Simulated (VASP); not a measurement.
Runs of VASP 6.6.1 on NbAs. The structure is that of space group F-43m (No. 216), or close to it. The cells are those of the table. 

| task | spin | fixed moment (μB) | cell | pressure (GPa) | moment (μB) |
| --- | --- | --- | --- | --- | --- |
| single point | collinear | 0.75 | a = 4.111 Å, angles 60.0°, 2 atoms | 1.0 | 0.75 |
| single point | collinear | 1.75 | a = 4.111 Å, angles 60.0°, 2 atoms | 4.2 | 1.75 |
| single point | collinear | 2.0 | a = 4.111 Å, angles 60.0°, 2 atoms | 5.4 | 2.00 |
| relaxation of cell and atoms | off | - | relaxed from a = 4.112 Å, angles 60.0°, 2 atoms | 0.0 | - |
| single point | collinear | 1.25 | a = 4.111 Å, angles 60.0°, 2 atoms | 2.3 | 1.25 |
| single point | collinear | 1.5 | a = 4.111 Å, angles 60.0°, 2 atoms | 3.2 | 1.50 |
| single point | collinear | 0.25 | a = 4.111 Å, angles 60.0°, 2 atoms | (a) | 0.25 |
| single point | collinear | 0.5 | a = 4.111 Å, angles 60.0°, 2 atoms | (b) | 0.50 |

Alike in all rows: level PBE; potentials or basis VASP PAW PBE potentials, release 64 (Nb_sv, As); k mesh 12 × 12 × 12; cutoff (eV) 500; smearing gaussian 0.1 eV.

Question: Estimate the missing entries.

Answer: (a) 0.2; (b) 0.5.

Caveats: the total moment is fixed, so each spin has its own Fermi level (at least some runs); the cell stands under pressure (at least some runs); the relaxation stopped at its first step, so nothing moved (at least some runs).
